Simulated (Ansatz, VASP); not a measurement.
# P3O2 in VASP and in Ansatz

```
CELL_PARAMETERS angstrom
1.52684 0.88152 10.70894
-1.52684 0.88152 10.70894
0.00000 -1.76305 10.70894
ATOMIC_POSITIONS crystal
P 0.00000 0.00000 0.00000
P 0.18694 0.18694 0.18694
P 0.81306 0.81306 0.81306
O 0.36080 0.36080 0.36080
O 0.63920 0.63920 0.63920
```

Alike in both runs: functional PBE; k mesh 6 × 6 × 6; occupations gaussian, width 0.1 eV; no spin polarisation.

Ansatz relaxed the structure, and its values are those at the end. VASP's run is a single point on that final structure, the one shown.

```csv
,VASP,Ansatz
version,VASP 6.6.1,Ansatz 0.2.0
potentials or method,"VASP PAW PBE potentials, release 64 (P, O), cutoff 520 eV","scalar-relativistic, plane waves, PAW"
valence electrons in the cell,27,27
```

|  | VASP | Ansatz | Ansatz less VASP |
| --- | --- | --- | --- |
| gap on the k mesh at the Fermi level (eV) | none | none | - |
| pressure (GPa) | 0.0 | 0.1 | +0.17 |
| rms of the force components (eV/Å) | 0.029 | 0.008 | -0.0215 |

A gap of «none» marks a metal or a gap that the smearing closes.

The k mesh is coarse, so the values compare programs but aren't converged.
